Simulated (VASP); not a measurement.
# Ga3As2P (P3m1) in VASP: further runs

Runs on Ga3As2P. Level: PBE. Tasks: single point.

Everything below comes from runs of VASP 6.6.1. Logs are shortened: lines on timing, memory, paths and dates and some standing lists are left out, and cuts for length are marked.

**1. The cell of the first run**

Symmetry: P3m1, No. 156, trigonal system. The conventional cell has a = 3.875 Å, b = 3.875 Å, c = 9.492 Å, α = 90.00°, β = 90.00°, γ = 120.00°. Ga (site symmetry 3m) has 3 P at 2.37 Å and 1 As at 2.37 Å within 3.1 Å. Within 3.1 Å of Ga (site symmetry 3m) lie 3 As at 2.37 Å and 1 P at 2.37 Å. Within 3.1 Å of Ga (site symmetry 3m) lie 4 As at 2.37 Å. Within 3.1 Å of P (site symmetry 3m) lie 4 Ga at 2.37 Å. As (site symmetry 3m) has 4 Ga at 2.37 Å within 3.1 Å. Within 3.1 Å of As (site symmetry 3m) lie 4 Ga at 2.37 Å.

**2. Single point, PBE**

Contents of INCAR:

```
SYSTEM = Ga3As2P
  PREC = Accurate
  ENCUT = 520
  EDIFF = 1E-7
  ISMEAR = 0
  SIGMA = 0.1
  LREAL = .FALSE.
  LASPH = .TRUE.
  NELM = 80
  ALGO = Normal
  ISIF = 2
  LWAVE = .FALSE.
  LCHARG = .TRUE.
  GGA = PE
  LELF = .TRUE.
  LVHAR = .TRUE.
  NBANDS = 36
```

Contents of KPOINTS:

```
regular mesh
0
G
  6 6 2
  0 0 0
```

Contents of POSCAR:

```
Ga3As2P
1.0
    3.8749079800      0.0000000000      0.0000000000
   -1.9374539900      3.3557687400      0.0000000000
    0.0000000000      0.0000000000      9.4915473400
Ga P As
3 1 2
Direct
    0.0000000000      0.0000000000      0.0000000000
    0.3333333300      0.6666666700      0.6666666700
    0.6666666700      0.3333333300      0.3333333300
    0.3333333300      0.6666666700      0.9166666700
    0.6666666700      0.3333333300      0.5833333300
    0.0000000000      0.0000000000      0.2500000000
```

Potentials or basis: VASP PAW PBE potentials, release 64 (Ga_d, P, As).

Launch:

```bash
$ cat potpaw_PBE.64/Ga_d/POTCAR potpaw_PBE.64/P/POTCAR potpaw_PBE.64/As/POTCAR > POTCAR
$ mpirun -np 1 vasp_std > vasp.out
```

OUTCAR:

```text
SYSTEM = Ga3As2P
   PREC = Accurate
   ENCUT = 520
   EDIFF = 1E-7
   ISMEAR = 0
   LREAL = .FALSE.
   LASPH = .TRUE.
   NELM = 80
   ISIF = 2
   GGA = PE

 ion  position               nearest neighbor table
   1  0.000  0.000  0.000-   4 2.37   4 2.37   6 2.37   4 2.37
   2  0.333  0.667  0.667-   5 2.37   4 2.37   5 2.37   5 2.37
   3  0.667  0.333  0.333-   6 2.37   6 2.37   5 2.37   6 2.37
   4  0.333  0.667  0.917-   1 2.37   1 2.37   2 2.37   1 2.37
   5  0.667  0.333  0.583-   2 2.37   3 2.37   2 2.37   2 2.37
   6  0.000  0.000  0.250-   3 2.37   3 2.37   1 2.37   3 2.37

  LATTYP: Found a hexagonal cell.
 ALAT       =     3.8749079800
 C/A-ratio  =     2.4494897399

  Lattice vectors:

 A1 = (   3.8749079800,   0.0000000000,   0.0000000000)
 A2 = (  -1.9374539900,   3.3557687400,   0.0000000000)
 A3 = (   0.0000000000,   0.0000000000,   9.4915473400)

Analysis of symmetry for initial positions (statically):
=====================================================================
 Subroutine PRICEL returns:
 Original cell was already a primitive cell.

 Routine SETGRP: Setting up the symmetry group for a
 hexagonal supercell.

 Subroutine GETGRP returns: Found  6 space group operations
 (whereof  6 operations were pure point group operations)
 out of a pool of 24 trial point group operations.

The static configuration has the point symmetry C_3v.

Analysis of symmetry for dynamics (positions and initial velocities):
=====================================================================
 Subroutine PRICEL returns:
 Original cell was already a primitive cell.

 Routine SETGRP: Setting up the symmetry group for a
 hexagonal supercell.

 Subroutine GETGRP returns: Found  6 space group operations
 (whereof  6 operations were pure point group operations)
 out of a pool of 24 trial point group operations.

The dynamic configuration has the point symmetry C_3v.

 Subroutine INISYM returns: Found  6 space group operations
 (whereof  6 operations are pure point group operations),
 and found     1 'primitive' translations

----------------------------------------------------------------------------------------

                                     Primitive cell

  volume of cell :     123.4214

  direct lattice vectors                    reciprocal lattice vectors
     3.874907980  0.000000000  0.000000000     0.258070645  0.148997156  0.000000000
    -1.937453990  3.355768740  0.000000000     0.000000000  0.297994313  0.000000000
     0.000000000  0.000000000  9.491547340     0.000000000  0.000000000  0.105356900

  length of vectors
     3.874907980  3.874907973  9.491547340     0.297994312  0.297994313  0.105356900

  position of ions in fractional coordinates (direct lattice)
     0.000000000  0.000000000  0.000000000
     0.333333330  0.666666670  0.666666670
     0.666666670  0.333333330  0.333333330
     0.333333330  0.666666670  0.916666670
     0.666666670  0.333333330  0.583333330
     0.000000000  0.000000000  0.250000000

  ion indices of the primitive-cell ions
   primitive index   ion index
                 1           1
                 2           2
                 3           3
                 4           4
                 5           5
                 6           6

----------------------------------------------------------------------------------------

 KPOINTS: regular mesh

Automatic generation of k-mesh.
 Grid dimensions read from file:
 generate k-points for:    6    6    2

 Generating k-lattice:

  Cartesian coordinates                     Fractional coordinates (reciprocal lattice)
     0.043011774  0.024832859  0.000000000     0.166666667 -0.000000000  0.000000000
     0.000000000  0.049665719  0.000000000     0.000000000  0.166666667  0.000000000
     0.000000000  0.000000000  0.052678450     0.000000000  0.000000000  0.500000000

  Length of vectors
     0.049665719  0.049665719  0.052678450

  Shift w.r.t. Gamma in fractional coordinates (k-lattice)
     0.000000000  0.000000000  0.000000000

 Subroutine IBZKPT returns following result:
 ===========================================

 Found     14 irreducible k-points:

 Following reciprocal coordinates:
            Coordinates               Weight
  0.000000  0.000000  0.000000      1.000000
  0.166667 -0.000000  0.000000      6.000000
  0.333333  0.000000  0.000000      6.000000
  0.500000 -0.000000  0.000000      3.000000
  0.166667  0.166667  0.000000      6.000000
  0.333333  0.166667  0.000000     12.000000
  0.333333  0.333333  0.000000      2.000000
  0.000000  0.000000  0.500000      1.000000
  0.166667 -0.000000  0.500000      6.000000
  0.333333  0.000000  0.500000      6.000000
  0.500000 -0.000000  0.500000      3.000000
  0.166667  0.166667  0.500000      6.000000
  0.333333  0.166667  0.500000     12.000000
  0.333333  0.333333  0.500000      2.000000
   k-points           NKPTS =     14   k-points in BZ     NKDIM =     14   number of bands    NBANDS=     36
   number of dos      NEDOS =    301   number of ions     NIONS =      6
   total plane-waves  NPLWV =  64800
   dimension x,y,z NGX =    30 NGY =   30 NGZ =   72
   dimension x,y,z NGXF=    60 NGYF=   60 NGZF=  144
   ions per type =               3   1   2
   NGX,Y,Z   is equivalent  to a cutoff of  12.87, 12.87, 12.61 a.u.
   NGXF,Y,Z  is equivalent  to a cutoff of  25.74, 25.74, 25.22 a.u.
 SYSTEM =  Ga3As2P
   PREC   = accura    normal or accurate (medium, high low for compatibility)
   ISTART =      0    job   : 0-new  1-cont  2-samecut
   ICHARG =      2    charge: 1-file 2-atom 10-const
   ISPIN  =      1    spin polarized calculation?
   LNONCOLLINEAR =      F non collinear calculations
   LSORBIT =      F    spin-orbit coupling
   LASPH  =      T    aspherical Exc in radial PAW
   ENCUT  =  520.0 eV  38.22 Ry    6.18 a.u.   7.20  7.20 17.65*2*pi/ulx,y,z
   NELM   =     80;   NELMIN=  2; NELMDL= -5     # of ELM steps
   EDIFF  = 0.1E-06   stopping-criterion for ELM
   LREAL  =      F    real-space projection
   EDIFFG = 0.1E-05   stopping-criterion for IOM
   NSW    =      0    number of steps for IOM
   IBRION =     -1    ionic relax: 0-MD 1-quasi-New 2-CG
   NFREE  =      0    steps in history (QN), initial steepest desc. (CG)
   ISIF   =      2    stress and relaxation
   ISYM   =      2    0-nonsym 1-usesym 2-fastsym
   POTIM  = 0.5000    time-step for ionic-motion
   TEBEG  =    0.0;   TEEND  =   0.0 temperature during run
   PSTRESS=    0.0 pullay stress
   NELECT =      54.0000    total number of electrons
   NUPDOWN=      -1.0000    fix difference up-down
   EMIN   =  10.00;   EMAX   =-10.00  energy-range for DOS
   EFERMI =   0.00;   METHOD = LEGACY
   ISMEAR =     0;   SIGMA  =   0.10  broadening in eV -4-tet -1-fermi 0-gaus
   EFERMI_NEDOS =   21; number of points for ismear=-14 and -15
   IALGO  =     38    algorithm
   IMIX   =      4    mixing-type and parameters
     AMIX     =   0.40;   BMIX     =  1.00
     AMIX_MAG =   1.60;   BMIX_MAG =  1.00
  volume/ion in A,a.u.               =      20.57       138.81
  Fermi-wavevector in a.u.,A,eV,Ry     =   1.242823  2.348595 21.015680  1.544609
  Thomas-Fermi vector in A             =   2.377161
   LORBIT       =      0    0 simple, 1 ext, 2 COOP (PROOUT), +10 PAW based schemes
   GGA     = PE    functional components
   LHFCALC =     F    Hartree Fock is set to
   AEXX    =    0.0000 exact exchange contribution
   IVDW    =     0    specifies the selected vdW correction
   LEPSILON=     F    determine dielectric tensor
   LRPA    =     F    only Hartree local field effects (RPA)
 non-spin polarized calculation
 Gauss-broadening in eV      SIGMA  =   0.10
  energy-cutoff  :      520.00
  volume of cell :      123.42
 maximum number of plane-waves:      3375
 NGX is ok and might be reduce to    30
   NGX = 15   NGY = 15   NGZ = 35

 number of electron      54.0000008 magnetization

 Free energy of the ion-electron system (eV)
  ---------------------------------------------------
  ext. energy  EPLUGINS =         0.00000000
  ---------------------------------------------------
  free energy    TOTEN  =       -25.22056303 eV

  energy without entropy =      -25.22056303  energy(sigma->0) =      -25.22056303

 E-fermi :   5.2180     XC(G=0):  -9.9294

 val. band max:        4.7528260341   @ k =   0.0000   0.0000   0.0000
 cond. band min:       6.1255400124   @ k =   0.0000   0.0000   0.5000
 fundamental gap:      1.3727139783
 Fermi energy:         5.2180367046

 k-point     1 :       0.0000    0.0000    0.0000
  band No.  band energies     occupation
      1     -10.2531      2.00000
      2     -10.1618      2.00000
      3     -10.1618      2.00000
      4     -10.1579      2.00000
      5     -10.1068      2.00000
      6     -10.1068      2.00000
[... 28 lines left out ...]
     35       9.4294      0.00000
     36       9.6025      0.00000

 k-point     2 :       0.1667   -0.0000    0.0000
  band No.  band energies     occupation
      1     -10.2618      2.00000
      2     -10.2007      2.00000
      3     -10.1525      2.00000
      4     -10.1412      2.00000
      5     -10.1112      2.00000
      6     -10.0971      2.00000
[... 28 lines left out ...]
     35       9.8003      0.00000
     36       9.9922      0.00000

 k-point     3 :       0.3333    0.0000    0.0000
  band No.  band energies     occupation
      1     -10.2856      2.00000
      2     -10.2434      2.00000
      3     -10.1404      2.00000
      4     -10.1363      2.00000
      5     -10.1178      2.00000
      6     -10.0898      2.00000
[... 28 lines left out ...]
     35      10.8188      0.00000
     36      10.9360      0.00000
[... 352 lines left out ...]
 k-point    13 :       0.3333    0.1667    0.5000
  band No.  band energies     occupation
      1     -10.2915      2.00000
      2     -10.2605      2.00000
      3     -10.1450      2.00000
      4     -10.1329      2.00000
      5     -10.1141      2.00000
      6     -10.0896      2.00000
[... 28 lines left out ...]
     35      10.7684      0.00000
     36      11.1780      0.00000

 k-point    14 :       0.3333    0.3333    0.5000
  band No.  band energies     occupation
      1     -10.2913      2.00000
      2     -10.2666      2.00000
      3     -10.1435      2.00000
      4     -10.1333      2.00000
      5     -10.1109      2.00000
      6     -10.0873      2.00000
[... 28 lines left out ...]
     35      11.3570      0.00000
     36      11.4217      0.00000

------------------------ aborting loop because EDIFF is reached ----------------------------------------

  FORCE on cell =-STRESS in cart. coord.  units (eV):
  Direction    XX          YY          ZZ          XY          YZ          ZX
  --------------------------------------------------------------------------------------
  -------------------------------------------------------------------------------------
  Total        6.6511739      6.6511739      6.3901142     -0.0000000      0.0000000     -0.0000000
  in kB       86.3412736     86.3412732     82.9523644     -0.0000000      0.0000000     -0.0000000
  external PRESSURE =      85.2116370 kB  Pullay stress =       0.0000000 kB

 VOLUME and BASIS-vectors are now :
 -----------------------------------------------------------------------------
  energy-cutoff  :      520.00
  volume of cell :      123.42
      direct lattice vectors                 reciprocal lattice vectors
     3.874907980  0.000000000  0.000000000     0.258070645  0.148997156  0.000000000
    -1.937453990  3.355768740  0.000000000     0.000000000  0.297994313  0.000000000
     0.000000000  0.000000000  9.491547340     0.000000000  0.000000000  0.105356900

 POSITION                                       TOTAL-FORCE (eV/Angst)
 -----------------------------------------------------------------------------------
      0.00000      0.00000      0.00000         0.000000      0.000000     -0.746350
     -0.00000      2.23718      6.32770        -0.000000      0.000000      0.761549
      1.93745      1.11859      3.16385         0.000000     -0.000000     -0.011249
     -0.00000      2.23718      8.70059        -0.000000     -0.000000     -0.049972
      1.93745      1.11859      5.53674         0.000000      0.000000      0.080334
      0.00000      0.00000      2.37289         0.000000      0.000000     -0.034311
 -----------------------------------------------------------------------------------
    total drift:                                0.000004     -0.000005     -0.000627

  FREE ENERGIE OF THE ION-ELECTRON SYSTEM (eV)
  ---------------------------------------------------
  free  energy   TOTEN  =       -25.2205630316 eV

  energy  without entropy=      -25.2205630316  energy(sigma->0) =      -25.22056303
```

Run time: 61 s. Hardware: 1 thread of Intel Xeon Platinum 8488C (Sapphire Rapids), shared host; peak memory 0.27 GiB.

What came out:

```
Free energy            : -25.2206 eV
Pressure               : 8.5 GPa
Largest force          : 0.762 eV/Å
Band gap on the k mesh : 1.37 eV, indirect (least direct gap 1.38 eV)
```

Forces on the atoms (eV/Å):
```
Ga   0.000  0.000 -0.746
Ga   0.000  0.000  0.762
Ga   0.000  0.000 -0.011
P    0.000  0.000 -0.050
As   0.000  0.000  0.080
As   0.000  0.000 -0.034
```

Stress tensor (GPa, compression positive):
```
8.63 0.00 0.00
0.00 8.63 0.00
0.00 0.00 8.30
```

A k mesh can miss the band edges. PBE gaps usually lie below the measured ones, often by a third to a half.

**3. Single point, PBE**

This run uses another cell than the first one, of 22.70 Å³/atom, 1.104 times its volume.

Contents of INCAR:

```
SYSTEM = Ga3As2P
ALGO = Normal ; EDIFF = 1E-6
ENCUT = 520 ; GGA = PE
ISIF = 2 ; ISMEAR = 0
LASPH = .TRUE. ; LCHARG = .FALSE.
LREAL = .FALSE. ; LWAVE = .FALSE.
NBANDS = 36 ; NELM = 100
PREC = Accurate ; SIGMA = 0.1
```

Contents of KPOINTS:

```
k-points
0
G
  6 6 2
  0 0 0
```

Contents of POSCAR:

```
Ga3As2P
1.0
    4.0064384913      0.0000000000      0.0000000000
   -2.0032192456      3.4696775122      0.0000000000
    0.0000000000      0.0000000000      9.7993428191
Ga P As
3 1 2
Direct
    0.0000000000      0.0000000000     -0.0066374390
    0.3333333333      0.6666666667      0.6732581332
    0.6666666667      0.3333333333      0.3334307038
    0.3333333333      0.6666666667      0.9167663070
    0.6666666667      0.3333333333      0.5863520542
    0.0000000000      0.0000000000      0.2468302409
```

Potentials or basis: VASP PAW PBE potentials, release 64 (Ga_d, P, As).

Launch:

```bash
$ cat potpaw_PBE.64/Ga_d/POTCAR potpaw_PBE.64/P/POTCAR potpaw_PBE.64/As/POTCAR > POTCAR
$ mpirun -np 1 vasp_std > vasp.out
```

Wall time 62 s (1 thread of Intel Xeon Platinum 8488C (Sapphire Rapids), shared host); peak memory 0.28 GiB.

The run converged. Its results:

* Free energy: -25.5851 eV
* Pressure: 0.1 GPa
* Largest force: 0.015 eV/Å
* Band gap on the k mesh: 0.53 eV, direct

Forces in eV/Å, atoms in the order of the input:
```
Ga   0.000  0.000 -0.012
Ga   0.000  0.000  0.015
Ga   0.000  0.000 -0.002
P    0.000  0.000 -0.003
As   0.000  0.000  0.001
As   0.000  0.000  0.001
```

Levels at points of the mesh, in eV from the valence-band top:
```csv
k point,band 23,band 24,band 25,band 26,band 27,band 28,band 29,band 30,band 31,band 32
"(0.00, 0.00, 0.00)",-0.75,-0.75,-0.09,0.00,0.00,0.53,1.08,1.39,3.65,3.65
"(0.50, 0.00, 0.00)",-2.67,-2.54,-2.52,-1.71,-1.48,1.50,1.62,2.25,2.41,4.37
"(0.00, 0.00, 0.50)",-1.28,-0.50,-0.50,-0.24,-0.24,0.94,1.55,1.76,4.00,4.00
"(0.50, 0.00, 0.50)",-3.16,-2.52,-2.17,-1.15,-1.11,1.02,1.71,2.03,3.29,3.33
```

A k mesh can miss the band edges. As with any semilocal functional, this PBE gap is likely too small.
